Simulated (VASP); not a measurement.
# Al (I4_1/amd) in VASP: a series of runs, part 2 of 2

VASP 6.6.1.

### 3 Single point, PBEsol

This run uses another cell than the first one, of 18.78 Å³/atom, 1.111 times its volume.

The input, INCAR:

```
  PREC = Accurate
  ENCUT = 520
  EDIFF = 1E-6
  ISMEAR = 0
  SIGMA = 0.1
  LREAL = False
  LASPH = True
  NELM = 100
  ALGO = Normal
  ISIF = 2
  LWAVE = False
  LCHARG = False
  GGA = PS
  NBANDS = 10
```

The input, KPOINTS:

```
Automatic mesh
0
Gamma
  8 8 8
```

The input, POSCAR:

```
Al
1.0
   -2.6298535700      2.6298535700      1.3579347108
    2.6298535700     -2.6298535700      1.3579347108
    2.6298535700      2.6298535700     -1.3579347108
Al
2
Direct
    0.0000000000      0.0000000000      0.0000000000
    0.7500000000      0.2500000000      0.5000000000
```

Potentials or basis: VASP PAW PBE potentials, release 64 (Al).

Launch:

```bash
$ cat potpaw_PBE.64/Al/POTCAR > POTCAR
$ mpirun -np 1 vasp_std > vasp.out
```

OUTCAR:

```text
PREC = Accurate
   ENCUT = 520
   EDIFF = 1E-6
   ISMEAR = 0
   LREAL = False
   LASPH = True
   NELM = 100
   ISIF = 2
   GGA = PS

 ion  position               nearest neighbor table
   1  0.000  0.000  0.000-   2 2.72   2 2.72   2 2.72   2 2.72   2 3.33   2 3.33   2 3.33   2 3.33

   2  0.750  0.250  0.500-   1 2.72   1 2.72   1 2.72   1 2.72   1 3.33   1 3.33   1 3.33   1 3.33

  LATTYP: Found a body centered tetragonal cell.
 ALAT       =     5.2597071400
 C/A-ratio  =     0.5163537340

  Lattice vectors:

 A1 = (  -2.6298535700,   2.6298535700,   1.3579347108)
 A2 = (   2.6298535700,  -2.6298535700,   1.3579347108)
 A3 = (   2.6298535700,   2.6298535700,  -1.3579347108)

Analysis of symmetry for initial positions (statically):
=====================================================================
 Subroutine PRICEL returns:
 Original cell was already a primitive cell.

 Routine SETGRP: Setting up the symmetry group for a
 body centered tetragonal supercell.

 Subroutine GETGRP returns: Found 16 space group operations
 (whereof  8 operations were pure point group operations)
 out of a pool of 16 trial point group operations.

The static configuration has the point symmetry D_2d.
 The point group associated with its full space group is D_4h.

Analysis of symmetry for dynamics (positions and initial velocities):
=====================================================================
 Subroutine PRICEL returns:
 Original cell was already a primitive cell.

 Routine SETGRP: Setting up the symmetry group for a
 body centered tetragonal supercell.

 Subroutine GETGRP returns: Found 16 space group operations
 (whereof  8 operations were pure point group operations)
 out of a pool of 16 trial point group operations.

The dynamic configuration has the point symmetry D_2d.
 The point group associated with its full space group is D_4h.

 Subroutine INISYM returns: Found 16 space group operations
 (whereof  8 operations are pure point group operations),
 and found     1 'primitive' translations

----------------------------------------------------------------------------------------

                                     Primitive cell

  volume of cell :      37.5666

  direct lattice vectors                    reciprocal lattice vectors
    -2.629853570  2.629853570  1.357934711     0.000000000  0.190124654  0.368206215
     2.629853570 -2.629853570  1.357934711     0.190124654  0.000000000  0.368206215
     2.629853570  2.629853570 -1.357934711     0.190124654  0.190124654  0.000000000

  length of vectors
     3.959323967  3.959323967  3.959323967     0.414394982  0.414394982  0.268876864

  position of ions in fractional coordinates (direct lattice)
     0.000000000  0.000000000  0.000000000
     0.750000000  0.250000000  0.500000000

  ion indices of the primitive-cell ions
   primitive index   ion index
                 1           1
                 2           2

----------------------------------------------------------------------------------------

 KPOINTS: Automatic mesh

Automatic generation of k-mesh.
 Grid dimensions read from file:
[... 25 lines left out ...]
  0.375000 -0.000000  0.000000      8.000000
  0.500000  0.000000  0.000000      4.000000
  0.125000  0.125000  0.000000      8.000000
[... 16 lines left out ...]
  0.250000  0.125000  0.125000     16.000000
  0.375000  0.125000  0.125000      8.000000
 [... further k-points ...]
   k-points           NKPTS =     59   k-points in BZ     NKDIM =     59   number of bands    NBANDS=     10
   number of dos      NEDOS =    301   number of ions     NIONS =      2
   total plane-waves  NPLWV =  27000
   dimension x,y,z NGX =    30 NGY =   30 NGZ =   30
   dimension x,y,z NGXF=    60 NGYF=   60 NGZF=   60
   ions per type =               2
   NGX,Y,Z   is equivalent  to a cutoff of  12.60, 12.60, 12.60 a.u.
   NGXF,Y,Z  is equivalent  to a cutoff of  25.19, 25.19, 25.19 a.u.
 SYSTEM =  unknown system
   PREC   = accura    normal or accurate (medium, high low for compatibility)
   ISTART =      0    job   : 0-new  1-cont  2-samecut
   ICHARG =      2    charge: 1-file 2-atom 10-const
   ISPIN  =      1    spin polarized calculation?
   LNONCOLLINEAR =      F non collinear calculations
   LSORBIT =      F    spin-orbit coupling
   LASPH  =      T    aspherical Exc in radial PAW
   ENCUT  =  520.0 eV  38.22 Ry    6.18 a.u.   7.36  7.36  7.36*2*pi/ulx,y,z
   NELM   =    100;   NELMIN=  2; NELMDL= -5     # of ELM steps
   EDIFF  = 0.1E-05   stopping-criterion for ELM
   LREAL  =      F    real-space projection
   EDIFFG = 0.1E-04   stopping-criterion for IOM
   NSW    =      0    number of steps for IOM
   IBRION =     -1    ionic relax: 0-MD 1-quasi-New 2-CG
   NFREE  =      0    steps in history (QN), initial steepest desc. (CG)
   ISIF   =      2    stress and relaxation
   ISYM   =      2    0-nonsym 1-usesym 2-fastsym
   POTIM  = 0.5000    time-step for ionic-motion
   TEBEG  =    0.0;   TEEND  =   0.0 temperature during run
   PSTRESS=    0.0 pullay stress
   NELECT =       6.0000    total number of electrons
   NUPDOWN=      -1.0000    fix difference up-down
   EMIN   =  10.00;   EMAX   =-10.00  energy-range for DOS
   EFERMI =   0.00;   METHOD = LEGACY
   ISMEAR =     0;   SIGMA  =   0.10  broadening in eV -4-tet -1-fermi 0-gaus
   EFERMI_NEDOS =   21; number of points for ismear=-14 and -15
   IALGO  =     38    algorithm
   IMIX   =      4    mixing-type and parameters
     AMIX     =   0.40;   BMIX     =  1.00
     AMIX_MAG =   1.60;   BMIX_MAG =  1.00
  volume/ion in A,a.u.               =      18.78       126.76
  Fermi-wavevector in a.u.,A,eV,Ry     =   0.888228  1.678508 10.734308  0.788949
  Thomas-Fermi vector in A             =   2.009630
   LORBIT       =      0    0 simple, 1 ext, 2 COOP (PROOUT), +10 PAW based schemes
   GGA     = PS    functional components
   LHFCALC =     F    Hartree Fock is set to
   AEXX    =    0.0000 exact exchange contribution
   IVDW    =     0    specifies the selected vdW correction
   LEPSILON=     F    determine dielectric tensor
   LRPA    =     F    only Hartree local field effects (RPA)
 non-spin polarized calculation
 Gauss-broadening in eV      SIGMA  =   0.10
  energy-cutoff  :      520.00
  volume of cell :       37.57
 maximum number of plane-waves:      1029
 NGX is ok and might be reduce to    30
   NGX = 15   NGY = 15   NGZ = 15

 number of electron       6.0000000 magnetization

 Free energy of the ion-electron system (eV)
  ---------------------------------------------------
  ext. energy  EPLUGINS =         0.00000000
  ---------------------------------------------------
  free energy    TOTEN  =        -7.61290150 eV

  energy without entropy =       -7.61072446  energy(sigma->0) =       -7.61181298

 E-fermi :   6.4006     XC(G=0):  -9.7589

 val. band max:        6.3657092696   @ k =  -0.2500   0.3750   0.2500
 cond. band min:       6.4375860348   @ k =   0.3750  -0.0000   0.0000
 fundamental gap:      0.0718767652
 Fermi energy:         6.4006496129

 k-point     1 :       0.0000    0.0000    0.0000
  band No.  band energies     occupation
      1      -3.6751      2.00000
      2       5.9286      2.00000
      3       5.9286      2.00000
      4       6.6033      0.00416
      5       8.4678      0.00000
      6      14.7558      0.00000
      7      16.2212      0.00000
      8      16.2212      0.00000
      9      16.6430      0.00000
     10      18.9222      0.00000
[... 287 lines left out ...]
 k-point    24 :       0.3750    0.1250    0.1250
  band No.  band energies     occupation
      1       2.8367      2.00000
      2       2.8405      2.00000
      3       5.2281      2.00000
      4       5.3701      2.00000
      5       9.9932      0.00000
      6      10.6130      0.00000
      7      12.8706      0.00000
      8      13.0619      0.00000
      9      14.8513      0.00000
     10      16.4114      0.00000

 [... further k-points ...]

------------------------ aborting loop because EDIFF is reached ----------------------------------------

  FORCE on cell =-STRESS in cart. coord.  units (eV):
  Direction    XX          YY          ZZ          XY          YZ          ZX
  --------------------------------------------------------------------------------------
  -------------------------------------------------------------------------------------
  Total        0.0115294      0.0115294      0.0259527      0.0000000     -0.0000000      0.0000000
  in kB        0.4917157      0.4917157      1.1068575      0.0000000     -0.0000000      0.0000000
  external PRESSURE =       0.6967629 kB  Pullay stress =       0.0000000 kB

 VOLUME and BASIS-vectors are now :
 -----------------------------------------------------------------------------
  energy-cutoff  :      520.00
  volume of cell :       37.57
      direct lattice vectors                 reciprocal lattice vectors
    -2.629853570  2.629853570  1.357934711     0.000000000  0.190124654  0.368206215
     2.629853570 -2.629853570  1.357934711     0.190124654  0.000000000  0.368206215
     2.629853570  2.629853570 -1.357934711     0.190124654  0.190124654  0.000000000

 POSITION                                       TOTAL-FORCE (eV/Angst)
 -----------------------------------------------------------------------------------
      0.00000      0.00000      0.00000        -0.000000      0.000000      0.000000
      0.00000      2.62985      0.67897         0.000000     -0.000000     -0.000000
 -----------------------------------------------------------------------------------
    total drift:                               -0.000000     -0.000000      0.000000

  FREE ENERGIE OF THE ION-ELECTRON SYSTEM (eV)
  ---------------------------------------------------
  free  energy   TOTEN  =        -7.6129015044 eV

  energy  without entropy=       -7.6107244623  energy(sigma->0) =       -7.61181298
```

OSZICAR:

```text
N       E                     dE             d eps       ncg     rms          rms(c)
DAV:   1    -0.703501944581E+00   -0.70350E+00   -0.20277E+03  1188   0.426E+02
DAV:   2    -0.747375948962E+01   -0.67703E+01   -0.64888E+01  1530   0.523E+01
DAV:   3    -0.764271118250E+01   -0.16895E+00   -0.16848E+00  1536   0.649E+00
DAV:   4    -0.764365011470E+01   -0.93893E-03   -0.93888E-03  1500   0.541E-01
DAV:   5    -0.764365887665E+01   -0.87620E-05   -0.87616E-05  1466   0.498E-02    0.166E+00
DAV:   6    -0.762497948017E+01    0.18679E-01   -0.41870E-03  1408   0.263E-01    0.946E-01
DAV:   7    -0.761294406118E+01    0.12035E-01   -0.98739E-03  1304   0.399E-01    0.169E-01
DAV:   8    -0.761290390553E+01    0.40156E-04   -0.17322E-04  1670   0.800E-02    0.162E-02
DAV:   9    -0.761290225935E+01    0.16462E-05   -0.26743E-06  1474   0.853E-03    0.444E-03
DAV:  10    -0.761290150444E+01    0.75491E-06   -0.28013E-07   852   0.209E-03
   1 F= -.76129015E+01 E0= -.76118130E+01  d E =-.217704E-02
```

Wall time 23 s (1 thread of AMD EPYC 7R13, shared host); peak memory 0.14 GiB.

What came out:

```yaml
Free_energy: -7.6129 eV
Pressure: 0.1 GPa
Band_gap_on_the_k_mesh: zero (band 3 reaches 8.89 eV, above the bottom of band 4 at 2.00 eV)
```

Caveat: the PAW data sets were made with another functional, which shifts forces and pressure a little.

### 4 Relaxation of cell and atoms, PBEsol

The input, INCAR:

```
PREC = Accurate
ENCUT = 600
EDIFF = 1E-6
ISMEAR = 0
SIGMA = 0.1
LREAL = False
LASPH = True
NELM = 60
ALGO = Normal
ISIF = 3
LWAVE = False
LCHARG = False
GGA = PS
IBRION = 2
NSW = 90
EDIFFG = -0.04
```

KPOINTS is that of step 3.

The input, POSCAR:

```
Al
1.0
   -2.4932008491      2.4932008491      1.3600870863
    2.4932008491     -2.4932008491      1.3600870863
    2.4932008491      2.4932008491     -1.3600870863
Al
2
Direct
    0.0000000000      0.0000000000      0.0000000000
    0.7500000000      0.2500000000      0.5000000000
```

Launch:

```bash
$ cat potpaw_PBE.64/Al/POTCAR > POTCAR
$ mpirun -np 1 vasp_std > vasp.out
```

It took 40 s on 1 thread of AMD EPYC 7R13, shared host; peak memory 0.14 GiB.

Results (log left out):

| Property | Result |
| --- | --- |
| Free energy | -7.6129 eV |
| Relaxed volume | 18.79 Å³/atom |
| Relaxed cell | a = 3.961 Å, b = 3.961 Å, c = 3.961 Å, α = 96.75°, β = 96.75°, γ = 139.90° |
| Space group after relaxing (to 0.05 Å) | I4_1/amd (No. 141) |
| Energy gained by relaxing | 75.2 meV/atom |
| Ionic steps | 3 |
| Pressure after relaxing | 0.0 GPa |
| Band gap on the k mesh | zero (band 3 reaches 8.88 eV, above the bottom of band 4 at 2.00 eV) |

Stress tensor (GPa, compression positive):
```
-0.03  0.00  0.00
 0.00 -0.03  0.00
 0.00  0.00  0.17
```

The path:
```
step  energy change (eV)  largest force (eV/Å)  pressure (GPa)  volume (Å³)
   1              0.0000                0.0000            8.92        33.82
   2             -0.1421                0.0000           -1.47        38.58
   3             -0.1503                0.0000            0.04        37.59
```

Final structure:
```yaml
crystal:
  lattice:
    - [-2.63082, 2.63082, 1.35772]
    - [2.63082, -2.63082, 1.35772]
    - [2.63082, 2.63082, -1.35772]
  atoms:
    - { symbol: Al, position: [0.00000, 0.00000, 0.00000] }
    - { symbol: Al, position: [0.75000, 0.25000, 0.50000] }
```

Levels at points of the mesh, in eV from the Fermi level:
```
           k point  band 1  band 2  band 3  band 4  band 5  band 6
(0.00, 0.00, 0.00)  -10.07   -0.47   -0.47    0.20    2.07    8.35
(0.50, 0.00, 0.00)   -3.88   -3.87    0.18    0.87    1.32    2.29
(0.50, 0.50, 0.00)   -7.44   -7.44    1.92    1.92    3.59    3.59
(0.50, 0.50, 0.50)   -5.27   -5.27   -4.39   -4.39    8.49    8.49
```

Caveat: the PAW data sets were made with another functional, which shifts forces and pressure a little.

### 5 Summary

```tsv
task	cell	cutoff (eV)	gap on the mesh (eV)	pressure (GPa)
single point	a = 3.779 Å, angles 97.4, 97.4, 137.8°, 2 atoms	520	none	8.9
single point	a = 3.959 Å, angles 96.8, 96.8, 139.9°, 2 atoms	520	none	0.1
relaxation of cell and atoms	relaxed from a = 3.779 Å, angles 97.4, 97.4, 137.8°, 2 atoms	600	none	0.0
```

Alike in all rows: level PBEsol; potentials or basis VASP PAW PBE potentials, release 64 (Al); no spin polarisation; k mesh 8 × 8 × 8; smearing gaussian 0.1 eV.

Caveats: the PAW data sets were made with another functional, which shifts forces and pressure a little.

Absolute energies hang on the potentials; compare differences alone.
